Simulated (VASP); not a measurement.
A run of VASP 6.6.1:

File POSCAR:

```
WSe2
1.0
    3.3986574696      0.0000000000      0.0000000000
   -1.6993287348      2.9433237074      0.0000000000
    0.0000000000      0.0000000000     13.5431619350
W Se
2 4
Direct
    0.3333333333      0.6666666667      0.2500000000
    0.6666666667      0.3333333333      0.7500000000
    0.6666666667      0.3333333333      0.3707159077
    0.6666666667      0.3333333333      0.1292840923
    0.3333333333      0.6666666667      0.8707159077
    0.3333333333      0.6666666667      0.6292840923
```

File INCAR.step1:

```
SYSTEM = WSe2
PREC = Accurate ; ENCUT = 520
ISMEAR = 0 ; SIGMA = 0.01
LREAL = .FALSE. ; LASPH = .TRUE.
NELM = 60 ; NBANDS = 35
GGA = PE ; ALGO = Normal
EDIFF = 1E-4 ; LWAVE = .TRUE.
LCHARG = .FALSE.
```

Contents of INCAR.step2:

```
SYSTEM = WSe2
PREC = Accurate ; ENCUT = 520
EDIFF = 1E-6 ; ISMEAR = 0
SIGMA = 0.01 ; LREAL = .FALSE.
LASPH = .TRUE. ; NELM = 60
ALGO = Normal ; ISIF = 2
LWAVE = .FALSE. ; LCHARG = .FALSE.
METAGGA = R2SCAN ; LMIXTAU = .TRUE.
NBANDS = 35 ; ISTART = 1
```

Contents of KPOINTS:

```
regular mesh
0
G
  12 12 2
  0 0 0
```

Potentials or basis: VASP PAW PBE potentials, release 64 (W_sv, Se).

Command:

```sh
$ cat potpaw_PBE.64/W_sv/POTCAR potpaw_PBE.64/Se/POTCAR > POTCAR
$ cp INCAR.step1 INCAR
$ mpirun -np 1 vasp_std > vasp.out
$ cp INCAR.step2 INCAR
$ mpirun -np 1 vasp_std > vasp.out
```

Hardware: 1 thread of Intel Xeon 8259CL (shared host).

Task: How long does it take, and how much memory?

Result: Run time: 24 min on 1 thread of Intel Xeon 8259CL, on a shared host, peak memory 0.4 GiB. Counts: k points 38.
